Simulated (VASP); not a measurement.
# Ti4Se (I-42m) in VASP: density of states with PBE

Aim: the density of states of Ti4Se with PBE.

Everything below comes from runs of VASP 6.6.1. Logs are shortened: lines on timing, memory, paths and dates and some standing lists are left out, and cuts for length are marked.

### Step 1. The cell of the first run

Symmetry: I-42m, No. 121, tetragonal system. Conventional cell: a = 5.406 Å, b = 5.406 Å, c = 6.104 Å, α = 90.00°, β = 90.00°, γ = 90.00°. Ti (site symmetry m) has 2 Se at 2.51 to 2.62 Å and 9 Ti at 2.75 to 3.17 Å within 3.3 Å. Within 3.3 Å of Se (site symmetry -42m) lie 8 Ti at 2.51 to 2.62 Å.

### Step 2. Density of states, PBE

POSCAR

```
Ti4Se
1.0
   -2.7027915746      2.7027915746      3.0520274919
    2.7027915746     -2.7027915746      3.0520274919
    2.7027915746      2.7027915746     -3.0520274919
Ti Se
4 1
Direct
    0.0469414082      0.0469414082      0.3872566827
    0.6596847255      0.6596847255      0.6127433173
    0.3403152745      0.9530585918      0.0000000000
    0.9530585918      0.3403152745      0.0000000000
    0.5000000000      0.5000000000      0.0000000000
```

INCAR.step1

```
ALGO = Normal ; EDIFF = 1E-7
ENCUT = 520 ; GGA = PE
ISIF = 2 ; ISMEAR = 0
LASPH = True ; LCHARG = True
LMAXMIX = 4 ; LREAL = False
LWAVE = False ; NBANDS = 35
NELM = 80 ; PREC = Accurate
SIGMA = 0.1
```

KPOINTS.step1

```
k-points
0
Gamma
  10 10 10
```

INCAR.step2

```
ALGO = Normal ; EDIFF = 1E-7
ENCUT = 520 ; GGA = PE
ICHARG = 11 ; ISIF = 2
ISMEAR = -5 ; LASPH = True
LCHARG = False ; LMAXMIX = 4
LORBIT = 10 ; LREAL = False
LWAVE = False ; NEDOS = 2001
NELM = 80 ; PREC = Accurate
SIGMA = 0.1
```

KPOINTS.step2

```
k-points
0
Gamma
  15 15 15
```

Potentials or basis: VASP PAW PBE potentials, release 64 (Ti_sv, Se).

Launch:

```bash
> cat potpaw_PBE.64/Ti_sv/POTCAR potpaw_PBE.64/Se/POTCAR > POTCAR
> cp INCAR.step1 INCAR
> cp KPOINTS.step1 KPOINTS
> mpirun -np 1 vasp_std > vasp.out
> cp INCAR.step2 INCAR
> cp KPOINTS.step2 KPOINTS
> mpirun -np 1 vasp_std > vasp.out
```

OUTCAR:

```text
EDIFF = 1E-7
   ENCUT = 520
   GGA = PE
   ICHARG = 11
   ISIF = 2
   ISMEAR = -5
   LASPH = True
   LORBIT = 10
   LREAL = False
   NELM = 80
   PREC = Accurate

 ion  position               nearest neighbor table
   1  0.047  0.047  0.387-   5 2.51   5 2.62   4 2.75   3 2.75
   2  0.660  0.660  0.613-   5 2.51   5 2.62   3 2.75   4 2.75
   3  0.340  0.953  0.000-   5 2.51   5 2.62   1 2.75   2 2.75
   4  0.953  0.340  0.000-   5 2.51   5 2.62   1 2.75   2 2.75
   5  0.500  0.500  0.000-   2 2.51   3 2.51   4 2.51   1 2.51   2 2.62   1 2.62   3 2.62   4 2.62

  LATTYP: Found a body centered tetragonal cell.
 ALAT       =     5.4055831492
 C/A-ratio  =     1.1292130405

  Lattice vectors:

 A1 = (  -2.7027915746,   2.7027915746,   3.0520274919)
 A2 = (   2.7027915746,  -2.7027915746,   3.0520274919)
 A3 = (   2.7027915746,   2.7027915746,  -3.0520274919)

Analysis of symmetry for initial positions (statically):
=====================================================================
 Subroutine PRICEL returns:
 Original cell was already a primitive cell.

 Routine SETGRP: Setting up the symmetry group for a
 body centered tetragonal supercell.

 Subroutine GETGRP returns: Found  8 space group operations
 (whereof  8 operations were pure point group operations)
 out of a pool of 16 trial point group operations.

The static configuration has the point symmetry D_2d.

Analysis of symmetry for dynamics (positions and initial velocities):
=====================================================================
 Subroutine PRICEL returns:
 Original cell was already a primitive cell.

 Routine SETGRP: Setting up the symmetry group for a
 body centered tetragonal supercell.

 Subroutine GETGRP returns: Found  8 space group operations
 (whereof  8 operations were pure point group operations)
 out of a pool of 16 trial point group operations.

The dynamic configuration has the point symmetry D_2d.

 Subroutine INISYM returns: Found  8 space group operations
 (whereof  8 operations are pure point group operations),
 and found     1 'primitive' translations

----------------------------------------------------------------------------------------

                                     Primitive cell

  volume of cell :      89.1812

  direct lattice vectors                    reciprocal lattice vectors
    -2.702791575  2.702791575  3.052027492     0.000000000  0.184993917  0.163825523
     2.702791575 -2.702791575  3.052027492     0.184993917  0.000000000  0.163825523
     2.702791575  2.702791575 -3.052027492     0.184993917  0.184993917  0.000000000

  length of vectors
     4.891322562  4.891322562  4.891322562     0.247106356  0.247106356  0.261620906

  position of ions in fractional coordinates (direct lattice)
     0.046941408  0.046941408  0.387256683
     0.659684725  0.659684725  0.612743317
     0.340315274  0.953058592  0.000000000
     0.953058592  0.340315274  0.000000000
     0.500000000  0.500000000  0.000000000

  ion indices of the primitive-cell ions
   primitive index   ion index
                 1           1
                 2           2
                 3           3
                 4           4
                 5           5

----------------------------------------------------------------------------------------

 KPOINTS: k-points

Automatic generation of k-mesh.
 Grid dimensions read from file:
 generate k-points for:   15   15   15

 Generating k-lattice:

  Cartesian coordinates                     Fractional coordinates (reciprocal lattice)
     0.000000000  0.012332928  0.010921702     0.066666667 -0.000000000  0.000000000
     0.012332928  0.000000000  0.010921702    -0.000000000  0.066666667  0.000000000
     0.012332928  0.012332928  0.000000000     0.000000000  0.000000000  0.066666667

  Length of vectors
     0.016473757  0.016473757  0.017441394

  Shift w.r.t. Gamma in fractional coordinates (k-lattice)
     0.000000000  0.000000000  0.000000000

 TETIRR: Found   4311 inequivalent tetrahedra from    20250

 Subroutine IBZKPT returns following result:
 ===========================================

 Found    288 irreducible k-points:

 Following reciprocal coordinates:
            Coordinates               Weight
  0.000000  0.000000  0.000000      1.000000
  0.066667  0.000000  0.000000      8.000000
  0.133333  0.000000  0.000000      8.000000
  0.200000 -0.000000  0.000000      8.000000
  0.266667  0.000000  0.000000      8.000000
  0.333333  0.000000  0.000000      8.000000
[... 16 lines left out ...]
  0.133333  0.133333  0.000000      8.000000
  0.200000  0.133333  0.000000     16.000000
 [... further k-points ...]
   k-points           NKPTS =    288   k-points in BZ     NKDIM =    288   number of bands    NBANDS=     32
   number of dos      NEDOS =   2001   number of ions     NIONS =      5
   total plane-waves  NPLWV =  46656
   dimension x,y,z NGX =    36 NGY =   36 NGZ =   36
   dimension x,y,z NGXF=    72 NGYF=   72 NGZF=   72
   ions per type =               4   1
   NGX,Y,Z   is equivalent  to a cutoff of  12.24, 12.24, 12.24 a.u.
   NGXF,Y,Z  is equivalent  to a cutoff of  24.47, 24.47, 24.47 a.u.
 SYSTEM =  unknown system
   PREC   = accura    normal or accurate (medium, high low for compatibility)
   ISTART =      0    job   : 0-new  1-cont  2-samecut
   ICHARG =     11    charge: 1-file 2-atom 10-const
   ISPIN  =      1    spin polarized calculation?
   LNONCOLLINEAR =      F non collinear calculations
   LSORBIT =      F    spin-orbit coupling
   LASPH  =      T    aspherical Exc in radial PAW
   ENCUT  =  520.0 eV  38.22 Ry    6.18 a.u.   9.09  9.09  9.09*2*pi/ulx,y,z
   NELM   =     80;   NELMIN=  2; NELMDL=  0     # of ELM steps
   EDIFF  = 0.1E-06   stopping-criterion for ELM
   LREAL  =      F    real-space projection
   EDIFFG = 0.1E-05   stopping-criterion for IOM
   NSW    =      0    number of steps for IOM
   IBRION =     -1    ionic relax: 0-MD 1-quasi-New 2-CG
   NFREE  =      0    steps in history (QN), initial steepest desc. (CG)
   ISIF   =      2    stress and relaxation
   ISYM   =      2    0-nonsym 1-usesym 2-fastsym
   POTIM  = 0.5000    time-step for ionic-motion
   TEBEG  =    0.0;   TEEND  =   0.0 temperature during run
   PSTRESS=    0.0 pullay stress
   NELECT =      54.0000    total number of electrons
   NUPDOWN=      -1.0000    fix difference up-down
   EMIN   =  10.00;   EMAX   =-10.00  energy-range for DOS
   EFERMI =   0.00;   METHOD = LEGACY
   ISMEAR =    -5;   SIGMA  =   0.10  broadening in eV -4-tet -1-fermi 0-gaus
   EFERMI_NEDOS =   21; number of points for ismear=-14 and -15
   IALGO  =     38    algorithm
   IMIX   =      4    mixing-type and parameters
     AMIX     =   0.40;   BMIX     =  1.00
     AMIX_MAG =   1.60;   BMIX_MAG =  1.00
  volume/ion in A,a.u.               =      17.84       120.36
  Fermi-wavevector in a.u.,A,eV,Ry     =   1.384995  2.617261 26.098851  1.918211
  Thomas-Fermi vector in A             =   2.509447
   LORBIT       =     10    0 simple, 1 ext, 2 COOP (PROOUT), +10 PAW based schemes
   GGA     = PE    functional components
   LHFCALC =     F    Hartree Fock is set to
   AEXX    =    0.0000 exact exchange contribution
   IVDW    =     0    specifies the selected vdW correction
   LEPSILON=     F    determine dielectric tensor
   LRPA    =     F    only Hartree local field effects (RPA)
 non-spin polarized calculation
 Fermi weights with tetrahedron method with Bloechl corrections
  energy-cutoff  :      520.00
  volume of cell :       89.18
 maximum number of plane-waves:      2430

 number of electron      53.9999993 magnetization

 Free energy of the ion-electron system (eV)
  ---------------------------------------------------
  ext. energy  EPLUGINS =         0.00000000
  ---------------------------------------------------
  free energy    TOTEN  =       -36.60163290 eV

  energy without entropy =      -36.60163290  energy(sigma->0) =      -36.60163290

 E-fermi :   8.0893     XC(G=0): -11.2442

 val. band max:        8.1003491118   @ k =  -0.2667  -0.3333   0.1333
 cond. band min:       8.0634764959   @ k =  -0.3333   0.4000   0.2667
 fundamental gap:     -0.0368726159
 Fermi energy:         8.0892696606

 k-point     1 :       0.0000    0.0000    0.0000
  band No.  band energies     occupation
      1     -48.9296      2.00000
      2     -48.8367      2.00000
      3     -48.8367      2.00000
      4     -48.8075      2.00000
      5     -25.3460      2.00000
      6     -25.2836      2.00000
[... 24 lines left out ...]
     31       9.1486      0.00000
     32       9.3105      0.00000

 k-point     2 :       0.0667    0.0000    0.0000
  band No.  band energies     occupation
      1     -48.9286      2.00000
      2     -48.8370      2.00000
      3     -48.8369      2.00000
      4     -48.8080      2.00000
      5     -25.3491      2.00000
      6     -25.2875      2.00000
[... 24 lines left out ...]
     31       9.0948      0.00000
     32       9.3387      0.00000

 k-point     3 :       0.1333    0.0000    0.0000
  band No.  band energies     occupation
      1     -48.9256      2.00000
      2     -48.8381      2.00000
      3     -48.8374      2.00000
      4     -48.8095      2.00000
      5     -25.3558      2.00000
      6     -25.2953      2.00000
[... 24 lines left out ...]
     31       9.0192      0.00000
     32       9.3897      0.00000

 k-point     4 :       0.2000   -0.0000    0.0000
  band No.  band energies     occupation
      1     -48.9211      2.00000
      2     -48.8398      2.00000
      3     -48.8381      2.00000
      4     -48.8116      2.00000
      5     -25.3617      2.00000
      6     -25.3035      2.00000
[... 654 lines left out ...]
     31       9.0865      0.00000
     32       9.3510      0.00000

 k-point    23 :       0.1333    0.1333    0.0000
  band No.  band energies     occupation
      1     -48.9186      2.00000
      2     -48.8405      2.00000
      3     -48.8392      2.00000
      4     -48.8122      2.00000
      5     -25.3723      2.00000
      6     -25.2922      2.00000
[... 24 lines left out ...]
     31       9.0202      0.00000
     32       9.4396      0.00000

 k-point    24 :       0.2000    0.1333    0.0000
  band No.  band energies     occupation
      1     -48.9132      2.00000
      2     -48.8425      2.00000
      3     -48.8404      2.00000
      4     -48.8145      2.00000
      5     -25.3768      2.00000
      6     -25.2970      2.00000
[... 24 lines left out ...]
     31       9.0642      0.00000
     32       9.4542      0.00000

 [... further k-points ...]
[... 5 lines left out ...]
  --------------------------------------------------------------------------------------
  -------------------------------------------------------------------------------------
  Total       -0.0516871     -0.0516871      0.0232135      0.0000000     -0.0000000      0.0000000
  in kB       -0.9285800     -0.9285800      0.4170402      0.0000000     -0.0000000      0.0000000
  external PRESSURE =      -0.4800399 kB  Pullay stress =       0.0000000 kB

 VOLUME and BASIS-vectors are now :
 -----------------------------------------------------------------------------
  energy-cutoff  :      520.00
  volume of cell :       89.18
      direct lattice vectors                 reciprocal lattice vectors
    -2.702791575  2.702791575  3.052027492     0.000000000  0.184993917  0.163825523
     2.702791575 -2.702791575  3.052027492     0.184993917  0.000000000  0.163825523
     2.702791575  2.702791575 -3.052027492     0.184993917  0.184993917  0.000000000

 POSITION                                       TOTAL-FORCE (eV/Angst)
 -----------------------------------------------------------------------------------
      1.04667      1.04667     -0.89539        -0.006656     -0.006656      0.010795
      1.65612      1.65612      2.15664         0.006656      0.006656      0.010795
      1.65612     -1.65612      3.94741         0.006656     -0.006656     -0.010795
     -1.65612      1.65612      3.94741        -0.006656      0.006656     -0.010795
      0.00000      0.00000      3.05203         0.000000      0.000000     -0.000000
 -----------------------------------------------------------------------------------
    total drift:                                0.000219      0.000219     -0.000391

  FREE ENERGIE OF THE ION-ELECTRON SYSTEM (eV)
  ---------------------------------------------------
  free  energy   TOTEN  =       -36.6016328980 eV

  energy  without entropy=      -36.6016328980  energy(sigma->0) =      -36.60163290

 total charge

# of ion       s       p       d       tot
------------------------------------------
    1        2.202   6.118   1.915  10.236
    2        2.202   6.118   1.915  10.236
    3        2.202   6.118   1.915  10.236
    4        2.202   6.118   1.915  10.236
    5        1.428   2.513   0.121   4.062
--------------------------------------------------
tot         10.238  26.986   7.781  45.005
```

Wall time 16 min (1 thread of Oxide Virtual Turin-like, shared host); peak memory 0.68 GiB.

What came out:

```yaml
Valence_electrons_inside_the_program's_atomic_spheres: Ti 10.24; Se 4.06
```

Caveat: tetrahedron occupations give inexact forces and stress in metals.
